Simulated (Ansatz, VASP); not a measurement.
## BAs: VASP beside Ansatz

INCAR

```
PREC = Accurate ; ENCUT = 520
EDIFF = 1E-7 ; ISMEAR = 0
SIGMA = 0.05 ; LREAL = F
LASPH = T ; NELM = 60
ALGO = Normal ; ISIF = 2
LWAVE = F ; LCHARG = F
GGA = PE ; NBANDS = 11
```

Contents of KPOINTS:

```
regular mesh
0
Gamma
  10 10 10
```

Contents of POSCAR:

```
BAs
1.0
    0.0000000000      2.4044111616      2.2120582687
    2.4044111616      0.0000000000      2.2120582687
    2.4044111616      2.4044111616      0.0000000000
B As
1 1
Direct
    0.0000000000      0.0000000000      0.0000000000
    0.7500000000      0.7500000000      0.7500000000
```

Input for Ansatz:

```yaml
crystal:
  lattice:
    - [0.0, 2.4044111616, 2.2120582687]
    - [2.4044111616, 0.0, 2.2120582687]
    - [2.4044111616, 2.4044111616, 0.0]
  atoms:
    - { symbol: B, position: [0.0, 0.0, 0.0] }
    - { symbol: As, position: [0.75, 0.75, 0.75] }
basis:
  ecutwfc: 420
kpoints:
  mp_grid: { grid: [10, 10, 10] }
hamiltonian:
  xc: pbe
scf:
  occupations: { method: gaussian, width: 0.05 }
output:
  forces: true
  stress: true
  eigenvalues: true
```

Change from the starting cell: strain +0.000 along x and y, -0.080 along z, atoms carried along.

Alike in both runs: task single point; functional PBE; k mesh 10 × 10 × 10; occupations gaussian, width 0.05 eV; no spin polarisation.

|  | VASP | Ansatz |
| --- | --- | --- |
| version | VASP 6.6.1 | Ansatz 0.2.0 |
| potentials or method | VASP PAW PBE potentials, release 64 (B, As), cutoff 520 eV | scalar-relativistic, plane waves, PAW |
| valence electrons in the cell | 8 | 18 |

VASP gave:

| Item | Value |
| --- | --- |
| gap on the k mesh at the Fermi level (eV) | none |
| pressure (GPa) | 13.8 |
| traceless stress, the component that is largest in VASP (GPa) | 10.24 |

Question: Which values does Ansatz return?

Answer: gap on the k mesh at the Fermi level (eV): none; pressure (GPa): 12.9; traceless stress, the component that is largest in VASP (GPa): 10.32.

A gap of «none» marks a metal or a gap that the smearing closes. VASP's potentials hold 8 valence electrons a cell and Ansatz's 18, so a difference there can come from the potentials and not from the codes.
